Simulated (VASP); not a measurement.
A run of VASP 6.6.1 is set up as follows.

INCAR

```
ALGO = Normal
EDIFF = 1E-6
ENCUT = 520
GGA = CA
ISIF = 2
ISMEAR = -1
LASPH = True
LCHARG = False
LREAL = False
LWAVE = False
NBANDS = 12
NELM = 60
PREC = Accurate
SIGMA = 0.05
```

Contents of KPOINTS:

```
k-points
0
Gamma
  9 9 3
```

Contents of POSCAR:

```
In
1.0
    3.0855200000      0.0000000000      0.0000000000
   -1.5427600000      2.6721400000      0.0000000000
    0.0000000000      0.0000000000      9.4732600000
In
1
Direct
    0.0000000000      0.0000000000      0.0000000000
```

Potentials or basis: VASP PAW LDA potentials, release 64 (In_d).

Launch:

```console
$ cat potpaw_LDA.64/In_d/POTCAR > POTCAR
$ mpirun -np 1 vasp_std > vasp.out
```

**Question.** Estimate the pressure.

**Answer.** -0.4 GPa.

Stress tensor (GPa, compression positive):
```
-0.57  0.00  0.00
 0.00 -0.57  0.00
 0.00  0.00 -0.04
```
